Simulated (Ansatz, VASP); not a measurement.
## MgO in VASP and in Ansatz

```
Mg O
1.0
     3.48410    0.00000    0.00000
    -1.74205    3.01732    0.00000
     0.00000    0.00000    4.16476
Mg O
2 2
Direct
  0.66667 0.33333 0.75000
  0.33333 0.66667 0.25000
  0.66667 0.33333 0.25000
  0.33333 0.66667 0.75000
```

Change from the starting cell: strain -0.0050 x Voigt [0, 0, 1, 0, 0, 0], atoms carried along.

Alike in both runs: task single point; functional r2SCAN; k mesh 6 × 6 × 6; occupations gaussian, width 0.05 eV; no spin polarisation.

|  | VASP | Ansatz |
| --- | --- | --- |
| version | VASP 6.6.1 | Ansatz 0.2.0 |
| potentials or method | VASP PAW PBE potentials, release 64 (Mg_sv, O), cutoff 920 eV | scalar-relativistic, plane waves, PAW |
| valence electrons in the cell | 32 | 32 |

|  | VASP | Ansatz | Ansatz less VASP |
| --- | --- | --- | --- |
| gap on the k mesh at the Fermi level (eV) | 4.13 | 4.12 | -0.005 |
| least direct gap on the mesh (eV) | 4.13 | 4.12 | -0.005 |
| pressure (GPa) | 1.3 | 0.8 | -0.52 |
| traceless stress, the component that is largest in VASP (GPa) | 0.68 | 0.66 | -0.024 |

VASP's potentials were made for PBE, not for r2SCAN.
